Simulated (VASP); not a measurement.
# ZnSe (Stilleite) (F-43m) in VASP: vibrations by perturbation theory with PBE

Aim: the vibrations by perturbation theory of ZnSe (Stilleite) with PBE.

Everything below comes from runs of VASP 6.6.1. Logs are shortened: lines on timing, memory, paths and dates and some standing lists are left out, and cuts for length are marked.

### 1 The cell of the first run

Symmetry: F-43m, No. 216, cubic system. Conventional cell: a = 5.668 Å, b = 5.668 Å, c = 5.668 Å, α = 90.00°, β = 90.00°, γ = 90.00°. Within 3.2 Å of Zn (site symmetry -43m) lie 4 Se at 2.45 Å. Se (site symmetry -43m) has 4 Zn at 2.45 Å within 3.2 Å.

### 2 Vibrations by perturbation theory, PBE

Contents of INCAR:

```
SYSTEM = ZnSe
PREC = Accurate
ENCUT = 520
EDIFF = 1E-8
ISMEAR = 0
SIGMA = 0.01
LREAL = .False.
LASPH = .True.
NELM = 80
ALGO = Normal
ISIF = 2
LWAVE = .False.
LCHARG = .False.
GGA = PE
IBRION = 8
NSW = 1
```

Contents of KPOINTS:

```
regular mesh
0
Gamma
  3 3 3
  0 0 0
```

Contents of POSCAR:

```
ZnSe
1.0
    0.0000000000      2.8338000000      2.8338000000
    2.8338000000      0.0000000000      2.8338000000
    2.8338000000      2.8338000000      0.0000000000
Zn Se
1 1
Direct
    0.0000000000      0.0000000000      0.0000000000
    0.2500000000      0.2500000000      0.2500000000
```

Potentials or basis: VASP PAW PBE potentials, release 64 (Zn, Se).

Command:

```console
$ cat potpaw_PBE.64/Zn/POTCAR potpaw_PBE.64/Se/POTCAR > POTCAR
$ mpirun -np 1 vasp_std > vasp.out
```

OUTCAR:

```text
SYSTEM = ZnSe
   PREC = Accurate
   ENCUT = 520
   EDIFF = 1E-8
   ISMEAR = 0
   LREAL = .False.
   LASPH = .True.
   NELM = 80
   ISIF = 2
   GGA = PE
   IBRION = 8
   NSW = 1

 ion  position               nearest neighbor table
   1  0.000  0.000  0.000-   2 2.45   2 2.45   2 2.45   2 2.45
   2  0.250  0.250  0.250-   1 2.45   1 2.45   1 2.45   1 2.45

  LATTYP: Found a face centered cubic cell.
 ALAT       =     5.6676000000

  Lattice vectors:

 A1 = (   0.0000000000,   2.8338000000,   2.8338000000)
 A2 = (   2.8338000000,   0.0000000000,   2.8338000000)
 A3 = (   2.8338000000,   2.8338000000,   0.0000000000)

Analysis of symmetry for initial positions (statically):
=====================================================================
 Subroutine PRICEL returns:
 Original cell was already a primitive cell.

 Routine SETGRP: Setting up the symmetry group for a
 face centered cubic supercell.

 Subroutine GETGRP returns: Found 24 space group operations
 (whereof 24 operations were pure point group operations)
 out of a pool of 48 trial point group operations.

The static configuration has the point symmetry T_d .

Analysis of symmetry for dynamics (positions and initial velocities):
=====================================================================
 Subroutine PRICEL returns:
 Original cell was already a primitive cell.

 Routine SETGRP: Setting up the symmetry group for a
 face centered cubic supercell.

 Subroutine GETGRP returns: Found 24 space group operations
 (whereof 24 operations were pure point group operations)
 out of a pool of 48 trial point group operations.

The dynamic configuration has the point symmetry T_d .

 Subroutine INISYM returns: Found 24 space group operations
 (whereof 24 operations are pure point group operations),
 and found     1 'primitive' translations

[... 203 lines left out ...]
  external PRESSURE =      36.7349389 kB  Pullay stress =       0.0000000 kB

 VOLUME and BASIS-vectors are now :
 -----------------------------------------------------------------------------
  energy-cutoff  :      520.00
  volume of cell :       45.51
      direct lattice vectors                 reciprocal lattice vectors
     0.000000000  2.833800000  2.833800000    -0.176441527  0.176441527  0.176441527
     2.833800000  0.000000000  2.833800000     0.176441527 -0.176441527  0.176441527
     2.833800000  2.833800000  0.000000000     0.176441527  0.176441527 -0.176441527

 POSITION                                       TOTAL-FORCE (eV/Angst)
 -----------------------------------------------------------------------------------
      0.00000      0.00000      0.00000        -0.000000     -0.000000     -0.000000
      1.41690      1.41690      1.41690         0.000000      0.000000      0.000000
 -----------------------------------------------------------------------------------
    total drift:                               -0.000001     -0.000001     -0.000001

  FREE ENERGIE OF THE ION-ELECTRON SYSTEM (eV)
  ---------------------------------------------------
  free  energy   TOTEN  =        -5.7392316519 eV

  energy  without entropy=       -5.7392316519  energy(sigma->0) =       -5.73923165

[... ionic steps 2 to 3 ...]

--------------------------------------- Ionic step        4  -------------------------------------------

------------------------ aborting loop because EDIFF is reached ----------------------------------------

[... ionic steps 5 to 6 ...]

--------------------------------------- Ionic step        7  -------------------------------------------

 Free energy of the ion-electron system (eV)
  ---------------------------------------------------
  ---------------------------------------------------
  free energy    TOTEN  =        -0.08356759 eV

  energy without entropy =       -0.08356759

------------------------ aborting loop because EDIFF is reached ----------------------------------------

 INTERNAL STRAIN TENSOR  FOR ION    2  DIRECTION 1   (eV/Angst):
 -----------------------------------------------------------------------------
     0.02421  0.00000  0.00000
    -0.00000 -0.00464 -5.39007
     0.00000 -5.39007 -0.00464

 INTERNAL STRAIN TENSOR FOR ION    2 for displacements in x,y,z  (eV/Angst):
          X           Y           Z          XY          YZ          ZX
  --------------------------------------------------------------------------------
  x     0.00000    -0.00000     0.00000     0.00000    -5.39007     0.00000
  y    -0.00000     0.00000     0.00000    -0.00000     0.00000    -5.39007
  z    -0.00000     0.00000     0.00000    -5.39007     0.00000     0.00000

 SECOND DERIVATIVES (NOT SYMMETRIZED)
 ------------------------------------
               1X          1Y          1Z          2X          2Y          2Z
  1X    -5.753414    0.000000    0.000000    5.753414    0.000000    0.000000
  1Y     0.000000   -5.753414    0.000000    0.000000    5.753414    0.000000
  1Z     0.000000    0.000000   -5.753414    0.000000    0.000000    5.753414
  2X     5.688040    0.000000    0.000000   -5.688040    0.000000    0.000000
  2Y     0.000000    5.688040    0.000000    0.000000   -5.688040    0.000000
  2Z     0.000000    0.000000    5.688040    0.000000    0.000000   -5.688040

 Eigenvectors and eigenvalues of the dynamical matrix
 ----------------------------------------------------

   1 f  =    6.253798 THz    39.293774 2PiTHz  208.604258 cm-1    25.863620 meV
             X         Y         Z           dx          dy          dz
      0.000000  0.000000  0.000000     0.000000    0.741507    0.000000
      1.416900  1.416900  1.416900     0.000000   -0.670945    0.000000
[... 21 lines left out ...]
   6 f/i=    0.017778 THz     0.111700 2PiTHz    0.592998 cm-1     0.073522 meV
             X         Y         Z           dx          dy          dz
      0.000000  0.000000  0.000000     0.000000    0.000000   -0.670945
      1.416900  1.416900  1.416900     0.000000    0.000000   -0.741507

--------------------------------------------------------------------------------------------------------

 ELASTIC MODULI CONTR FROM IONIC RELAXATION (kBar)
 Direction    XX          YY          ZZ          XY          YZ          ZX
 --------------------------------------------------------------------------------
 XX          -0.0000     -0.0000      0.0000      0.0000      0.0000     -0.0000
 YY          -0.0000     -0.0000      0.0000      0.0000     -0.0000     -0.0000
 ZZ           0.0000      0.0000     -0.0000     -0.0000      0.0000      0.0000
 XY           0.0000      0.0000     -0.0000   -179.2781      0.0000      0.0000
 YZ           0.0000     -0.0000      0.0000      0.0000   -179.2781     -0.0000
 ZX          -0.0000     -0.0000      0.0000      0.0000     -0.0000   -179.2781
 --------------------------------------------------------------------------------
```

Run time: 34 s. Hardware: 1 thread of Intel Xeon 6975P-C (Granite Rapids), shared host; peak memory 0.18 GiB.

What came out:

```yaml
Highest_phonon_frequency_at_Γ_LO-TO_splitting_left_out: 209 cm⁻¹
```

Phonon frequencies in cm⁻¹ (negative: imaginary):
```tsv
q point	frequencies
(0.000, 0.000, 0.000)	-1 -1 -1 209 209 209
```

Caveat: the k points lie up to 0.64 Å⁻¹ apart; the cell wasn't relaxed at this level first, which shifts response properties.
